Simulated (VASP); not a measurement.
# B5Ru (P6/mmm) in VASP: further runs

Runs on B5Ru. Level: PBE. Tasks: single point, relaxation of cell and atoms.

Program: VASP 6.6.1. These are calculated values, not measurements. Logs are shortened: lines on timing, memory, paths and dates and some standing lists are left out, and cuts for length are marked.

### 1 The cell of the first run

The structure is hexagonal, space group P6/mmm (No. 191). Conventional cell: a = 4.104 Å, b = 4.104 Å, c = 2.999 Å, α = 90.00°, β = 90.00°, γ = 120.00°. Within 2.5 Å of B (site symmetry -6m2) lie 9 B at 1.91 to 2.37 Å and 3 Ru at 2.37 Å. B (site symmetry mmm) has 8 B at 1.91 to 2.05 Å and 4 Ru at 2.54 Å within 2.6 Å. Ru (site symmetry 6/mmm) has 18 B at 2.37 to 2.54 Å and 2 Ru at 3.00 Å within 3.1 Å.

The cell was generated, and may not be a known phase.

### 2 Single point, PBE

Input file INCAR:

```
PREC = Accurate
ENCUT = 520
EDIFF = 1E-7
ISMEAR = 0
SIGMA = 0.1
LREAL = False
LASPH = True
NELM = 100
ALGO = Normal
ISIF = 2
LWAVE = False
LCHARG = False
GGA = PE
NBANDS = 24
```

Input file KPOINTS:

```
regular mesh
0
Gamma
  12 12 12
```

Input file POSCAR:

```
B5Ru
1.0
    4.1038519949      0.0000000000      0.0000000000
   -2.0519259975      3.5540400809      0.0000000000
    0.0000000000      0.0000000000      2.9988533273
B Ru
5 1
Direct
    0.3333333333      0.6666666667      0.0000000000
    0.6666666667      0.3333333333      0.0000000000
    0.5000000000      0.0000000000      0.5000000000
    0.5000000000      0.5000000000      0.5000000000
    0.0000000000      0.5000000000      0.5000000000
    0.0000000000      0.0000000000      0.0000000000
```

Potentials or basis: VASP PAW PBE potentials, release 64 (B, Ru_pv).

Started as:

```console
$ cat potpaw_PBE.64/B/POTCAR potpaw_PBE.64/Ru_pv/POTCAR > POTCAR
$ mpirun -np 1 vasp_std > vasp.out
```

OUTCAR:

```text
PREC = Accurate
   ENCUT = 520
   EDIFF = 1E-7
   ISMEAR = 0
   LREAL = False
   LASPH = True
   NELM = 100
   ISIF = 2
   GGA = PE

 ion  position               nearest neighbor table
   1  0.333  0.667  0.000-   3 1.91   3 1.91   5 1.91   5 1.91   4 1.91   4 1.91   6 2.37   6 2.37
                             6 2.37
   2  0.667  0.333  0.000-   3 1.91   3 1.91   5 1.91   5 1.91   4 1.91   4 1.91   6 2.37   6 2.37
                             6 2.37
   3  0.500  0.000  0.500-   1 1.91   2 1.91   1 1.91   2 1.91   5 2.05   5 2.05   4 2.05   4 2.05
                             6 2.54   6 2.54   6 2.54   6 2.54
   4  0.500  0.500  0.500-   1 1.91   2 1.91   1 1.91   2 1.91   3 2.05   3 2.05   5 2.05   5 2.05
                             6 2.54   6 2.54   6 2.54   6 2.54
   5  0.000  0.500  0.500-   1 1.91   2 1.91   1 1.91   2 1.91   3 2.05   3 2.05   4 2.05   4 2.05
                             6 2.54   6 2.54   6 2.54   6 2.54
   6  0.000  0.000  0.000-   1 2.37   2 2.37   1 2.37   2 2.37   2 2.37   1 2.37   4 2.54   4 2.54
                             4 2.54   4 2.54   5 2.54   5 2.54   5 2.54   5 2.54   3 2.54   3 2.54

  LATTYP: Found a hexagonal cell.
 ALAT       =     4.1038519949
 C/A-ratio  =     0.7307411015

  Lattice vectors:

 A1 = (   4.1038519949,   0.0000000000,   0.0000000000)
 A2 = (  -2.0519259975,   3.5540400809,   0.0000000000)
 A3 = (   0.0000000000,   0.0000000000,   2.9988533273)

Analysis of symmetry for initial positions (statically):
=====================================================================
 Subroutine PRICEL returns:
 Original cell was already a primitive cell.

 Routine SETGRP: Setting up the symmetry group for a
 hexagonal supercell.

 Subroutine GETGRP returns: Found 24 space group operations
 (whereof 24 operations were pure point group operations)
 out of a pool of 24 trial point group operations.

The static configuration has the point symmetry D_6h.

Analysis of symmetry for dynamics (positions and initial velocities):
=====================================================================
 Subroutine PRICEL returns:
 Original cell was already a primitive cell.

 Routine SETGRP: Setting up the symmetry group for a
 hexagonal supercell.

 Subroutine GETGRP returns: Found 24 space group operations
 (whereof 24 operations were pure point group operations)
 out of a pool of 24 trial point group operations.

The dynamic configuration has the point symmetry D_6h.

 Subroutine INISYM returns: Found 24 space group operations
 (whereof 24 operations are pure point group operations),
 and found     1 'primitive' translations

----------------------------------------------------------------------------------------

                                     Primitive cell

  volume of cell :      43.7390

  direct lattice vectors                    reciprocal lattice vectors
     4.103851995  0.000000000  0.000000000     0.243673505  0.140684964  0.000000000
    -2.051925998  3.554040081  0.000000000     0.000000000  0.281369928  0.000000000
     0.000000000  0.000000000  2.998853327     0.000000000  0.000000000  0.333460790

  length of vectors
     4.103851995  4.103851995  2.998853327     0.281369928  0.281369928  0.333460790

  position of ions in fractional coordinates (direct lattice)
     0.333333333  0.666666667  0.000000000
     0.666666667  0.333333333  0.000000000
     0.500000000  0.000000000  0.500000000
     0.500000000  0.500000000  0.500000000
     0.000000000  0.500000000  0.500000000
     0.000000000  0.000000000  0.000000000

  ion indices of the primitive-cell ions
   primitive index   ion index
                 1           1
                 2           2
                 3           3
                 4           4
                 5           5
                 6           6

----------------------------------------------------------------------------------------

 KPOINTS: regular mesh

Automatic generation of k-mesh.
 Grid dimensions read from file:
 generate k-points for:   12   12   12

 Generating k-lattice:

  Cartesian coordinates                     Fractional coordinates (reciprocal lattice)
     0.020306125  0.011723747  0.000000000     0.083333333  0.000000000  0.000000000
     0.000000000  0.023447494  0.000000000     0.000000000  0.083333333  0.000000000
     0.000000000  0.000000000  0.027788399     0.000000000  0.000000000  0.083333333

  Length of vectors
     0.023447494  0.023447494  0.027788399

  Shift w.r.t. Gamma in fractional coordinates (k-lattice)
     0.000000000  0.000000000  0.000000000

 Subroutine IBZKPT returns following result:
 ===========================================

 Found    133 irreducible k-points:

 Following reciprocal coordinates:
            Coordinates               Weight
  0.000000  0.000000  0.000000      1.000000
  0.083333  0.000000  0.000000      6.000000
  0.166667  0.000000  0.000000      6.000000
  0.250000  0.000000  0.000000      6.000000
  0.333333  0.000000  0.000000      6.000000
  0.416667  0.000000  0.000000      6.000000
[... 16 lines left out ...]
  0.250000  0.000000  0.083333     12.000000
  0.333333  0.000000  0.083333     12.000000
 [... further k-points ...]
   k-points           NKPTS =    133   k-points in BZ     NKDIM =    133   number of bands    NBANDS=     24
   number of dos      NEDOS =    301   number of ions     NIONS =      6
   total plane-waves  NPLWV =  24576
   dimension x,y,z NGX =    32 NGY =   32 NGZ =   24
   dimension x,y,z NGXF=    64 NGYF=   64 NGZF=   48
   ions per type =               5   1
   NGX,Y,Z   is equivalent  to a cutoff of  12.96, 12.96, 13.30 a.u.
   NGXF,Y,Z  is equivalent  to a cutoff of  25.93, 25.93, 26.61 a.u.
 SYSTEM =  unknown system
   PREC   = accura    normal or accurate (medium, high low for compatibility)
   ISTART =      0    job   : 0-new  1-cont  2-samecut
   ICHARG =      2    charge: 1-file 2-atom 10-const
   ISPIN  =      1    spin polarized calculation?
   LNONCOLLINEAR =      F non collinear calculations
   LSORBIT =      F    spin-orbit coupling
   LASPH  =      T    aspherical Exc in radial PAW
   ENCUT  =  520.0 eV  38.22 Ry    6.18 a.u.   7.63  7.63  5.58*2*pi/ulx,y,z
   NELM   =    100;   NELMIN=  2; NELMDL= -5     # of ELM steps
   EDIFF  = 0.1E-06   stopping-criterion for ELM
   LREAL  =      F    real-space projection
   EDIFFG = 0.1E-05   stopping-criterion for IOM
   NSW    =      0    number of steps for IOM
   IBRION =     -1    ionic relax: 0-MD 1-quasi-New 2-CG
   NFREE  =      0    steps in history (QN), initial steepest desc. (CG)
   ISIF   =      2    stress and relaxation
   ISYM   =      2    0-nonsym 1-usesym 2-fastsym
   POTIM  = 0.5000    time-step for ionic-motion
   TEBEG  =    0.0;   TEEND  =   0.0 temperature during run
   PSTRESS=    0.0 pullay stress
   NELECT =      29.0000    total number of electrons
   NUPDOWN=      -1.0000    fix difference up-down
   EMIN   =  10.00;   EMAX   =-10.00  energy-range for DOS
   EFERMI =   0.00;   METHOD = LEGACY
   ISMEAR =     0;   SIGMA  =   0.10  broadening in eV -4-tet -1-fermi 0-gaus
   EFERMI_NEDOS =   21; number of points for ismear=-14 and -15
   IALGO  =     38    algorithm
   IMIX   =      4    mixing-type and parameters
     AMIX     =   0.40;   BMIX     =  1.00
     AMIX_MAG =   1.60;   BMIX_MAG =  1.00
  volume/ion in A,a.u.               =       7.29        49.19
  Fermi-wavevector in a.u.,A,eV,Ry     =   1.427527  2.697635 27.726417  2.037834
  Thomas-Fermi vector in A             =   2.547687
   LORBIT       =      0    0 simple, 1 ext, 2 COOP (PROOUT), +10 PAW based schemes
   GGA     = PE    functional components
   LHFCALC =     F    Hartree Fock is set to
   AEXX    =    0.0000 exact exchange contribution
   IVDW    =     0    specifies the selected vdW correction
   LEPSILON=     F    determine dielectric tensor
   LRPA    =     F    only Hartree local field effects (RPA)
 non-spin polarized calculation
 Gauss-broadening in eV      SIGMA  =   0.10
  energy-cutoff  :      520.00
  volume of cell :       43.74
 maximum number of plane-waves:      1217
 NGX is ok and might be reduce to    32
   NGX = 15   NGY = 15   NGZ = 11

 number of electron      28.9999995 magnetization

 Free energy of the ion-electron system (eV)
  ---------------------------------------------------
  ext. energy  EPLUGINS =         0.00000000
  ---------------------------------------------------
  free energy    TOTEN  =       -36.95504686 eV

  energy without entropy =      -36.94130583  energy(sigma->0) =      -36.94817634

 E-fermi :  11.4731     XC(G=0): -13.2510

 val. band max:       11.4636111679   @ k =   0.4167   0.0833   0.0833
 cond. band min:      11.4825040187   @ k =   0.3333   0.1667   0.1667
 fundamental gap:      0.0188928507
 Fermi energy:        11.4730811166

 k-point     1 :       0.0000    0.0000    0.0000
  band No.  band energies     occupation
      1     -32.2430      2.00000
      2     -32.2430      2.00000
      3     -31.7550      2.00000
      4      -5.9334      2.00000
      5       0.7238      2.00000
      6       1.9579      2.00000
[... 16 lines left out ...]
     23      17.6519      0.00000
     24      19.4617      0.00000

 k-point     2 :       0.0833    0.0000    0.0000
  band No.  band energies     occupation
      1     -32.2438      2.00000
      2     -32.2432      2.00000
      3     -31.7549      2.00000
      4      -5.8645      2.00000
      5       0.2030      2.00000
      6       1.9628      2.00000
[... 16 lines left out ...]
     23      17.6505      0.00000
     24      19.0946      0.00000

 k-point     3 :       0.1667    0.0000    0.0000
  band No.  band energies     occupation
      1     -32.2460      2.00000
      2     -32.2439      2.00000
      3     -31.7547      2.00000
      4      -5.6605      2.00000
      5      -0.6065      2.00000
      6       1.9766      2.00000
[... 16 lines left out ...]
     23      17.8715      0.00000
     24      18.8299      0.00000
[... 514 lines left out ...]
 k-point    23 :       0.2500    0.0000    0.0833
  band No.  band energies     occupation
      1     -32.2477      2.00000
      2     -32.2433      2.00000
      3     -31.7676      2.00000
      4      -5.2415      2.00000
      5      -1.3274      2.00000
      6       2.0541      2.00000
[... 16 lines left out ...]
     23      18.0900      0.00000
     24      18.6677      0.00000

 k-point    24 :       0.3333    0.0000    0.0833
  band No.  band energies     occupation
      1     -32.2508      2.00000
      2     -32.2442      2.00000
      3     -31.7673      2.00000
      4      -4.8080      2.00000
      5      -2.0744      2.00000
      6       2.0729      2.00000
[... 16 lines left out ...]
     23      18.6481      0.00000
     24      18.8342      0.00000

 [... further k-points ...]
[... 5 lines left out ...]
  --------------------------------------------------------------------------------------
  -------------------------------------------------------------------------------------
  Total       -0.0019697     -0.0019697      0.0088736      0.0000000      0.0000000      0.0000000
  in kB       -0.0721503     -0.0721503      0.3250422      0.0000000      0.0000000      0.0000000
  external PRESSURE =       0.0602472 kB  Pullay stress =       0.0000000 kB

 VOLUME and BASIS-vectors are now :
 -----------------------------------------------------------------------------
  energy-cutoff  :      520.00
  volume of cell :       43.74
      direct lattice vectors                 reciprocal lattice vectors
     4.103851995  0.000000000  0.000000000     0.243673505  0.140684964  0.000000000
    -2.051925998  3.554040081  0.000000000     0.000000000  0.281369928  0.000000000
     0.000000000  0.000000000  2.998853327     0.000000000  0.000000000  0.333460790

 POSITION                                       TOTAL-FORCE (eV/Angst)
 -----------------------------------------------------------------------------------
     -0.00000      2.36936      0.00000        -0.000000      0.000000      0.000000
      2.05193      1.18468      0.00000         0.000000      0.000000      0.000000
      2.05193      0.00000      1.49943         0.000000      0.000000      0.000000
      1.02596      1.77702      1.49943         0.000000      0.000000      0.000000
     -1.02596      1.77702      1.49943         0.000000      0.000000      0.000000
      0.00000      0.00000      0.00000         0.000000      0.000000      0.000000
 -----------------------------------------------------------------------------------
    total drift:                                0.000000     -0.000000      0.000000

  FREE ENERGIE OF THE ION-ELECTRON SYSTEM (eV)
  ---------------------------------------------------
  free  energy   TOTEN  =       -36.9550468597 eV

  energy  without entropy=      -36.9413058258  energy(sigma->0) =      -36.94817634
```

Run time: 1.9 min. Hardware: 1 thread of Intel Xeon Platinum 8488C (Sapphire Rapids), shared host; peak memory 0.24 GiB.

What came out:

* Free energy: -36.9550 eV
* Pressure: 0.0 GPa
* Band gap on the k mesh: zero (an odd number of electrons rules out a gap without spin polarisation)

### 3 Relaxation of cell and atoms, PBE

Input file INCAR:

```
SYSTEM = B5Ru
PREC = Accurate
ENCUT = 600
EDIFF = 1E-6
ISMEAR = 0
SIGMA = 0.1
LREAL = .FALSE.
LASPH = .TRUE.
NELM = 100
ALGO = Normal
ISIF = 3
LWAVE = .FALSE.
LCHARG = .FALSE.
GGA = PE
IBRION = 2
NSW = 100
EDIFFG = -0.01
```

Input file KPOINTS:

```
Automatic mesh
0
G
  12 12 12
  0 0 0
```

Edit POSCAR of step 2 so:

```diff
@@ -2,5 +2,5 @@
 1.0
-    4.1038519949      0.0000000000      0.0000000000
-   -2.0519259975      3.5540400809      0.0000000000
-    0.0000000000      0.0000000000      2.9988533273
+    4.0998093881      0.0000000000      0.0000000000
+   -2.0499046941      3.5505390808      0.0000000000
+    0.0000000000      0.0000000000      3.0082658341
 B Ru
```

Potentials or basis: VASP PAW PBE potentials, release 64 (B, Ru_pv).

Started as:

```console
$ cat potpaw_PBE.64/B/POTCAR potpaw_PBE.64/Ru_pv/POTCAR > POTCAR
$ mpirun -np 1 vasp_std > vasp.out
```

Wall time 3.7 min (1 thread of Intel Xeon Platinum 8488C (Sapphire Rapids), shared host); peak memory 0.27 GiB.

The run converged. Its results:

| Quantity | Value |
| --- | --- |
| Free energy | -36.9606 eV |
| Relaxed volume | 7.28 Å³/atom |
| Relaxed cell | a = 4.101 Å, b = 4.101 Å, c = 3.001 Å, α = 90.00°, β = 90.00°, γ = 120.00° |
| Space group after relaxing (to 0.1 Å) | P6/mmm (No. 191) |
| Energy gained by relaxing | 0.1 meV/atom |
| Ionic steps | 4 |
| Pressure after relaxing | 0.1 GPa |
| Band gap on the k mesh | zero (an odd number of electrons rules out a gap without spin polarisation) |

Stress tensor (GPa, compression positive):
```
 0.17  0.00  0.00
 0.00  0.17  0.00
 0.00  0.00 -0.07
```

The path:
| step | energy change (eV) | largest force (eV/Å) | pressure (GPa) | volume (Å³) |
| --- | --- | --- | --- | --- |
| 1 | 0.0000 | 0.0000 | -0.52 | 43.79 |
| 2 | -0.0002 | 0.0000 | 0.50 | 43.64 |
| 3 | -0.0003 | 0.0000 | 0.18 | 43.68 |
| 4 | -0.0004 | 0.0000 | 0.09 | 43.71 |

Final structure:
```
CELL_PARAMETERS angstrom
4.10101 0.00000 0.00000
-2.05050 3.55158 0.00000
0.00000 0.00000 3.00087
ATOMIC_POSITIONS crystal
B 0.33333 0.66667 0.00000
B 0.66667 0.33333 0.00000
B 0.50000 0.00000 0.50000
B 0.50000 0.50000 0.50000
B 0.00000 0.50000 0.50000
Ru 0.00000 0.00000 0.00000
```

Levels at points of the mesh, in eV from the Fermi level:
```csv
k point,band 12,band 13,band 14,band 15,band 16,band 17
"(0.00, 0.00, 0.00)",-2.15,-2.15,0.61,0.61,1.18,1.75
"(0.50, 0.00, 0.00)",-2.72,-2.45,-1.72,-0.05,0.84,2.00
"(0.00, 0.00, 0.50)",-2.71,-2.71,-0.17,0.37,0.37,1.07
"(0.50, 0.00, 0.50)",-3.88,-2.41,0.08,0.86,1.25,1.68
```

The gap in the log of VASP goes by the Fermi energy; the results here count the filled bands.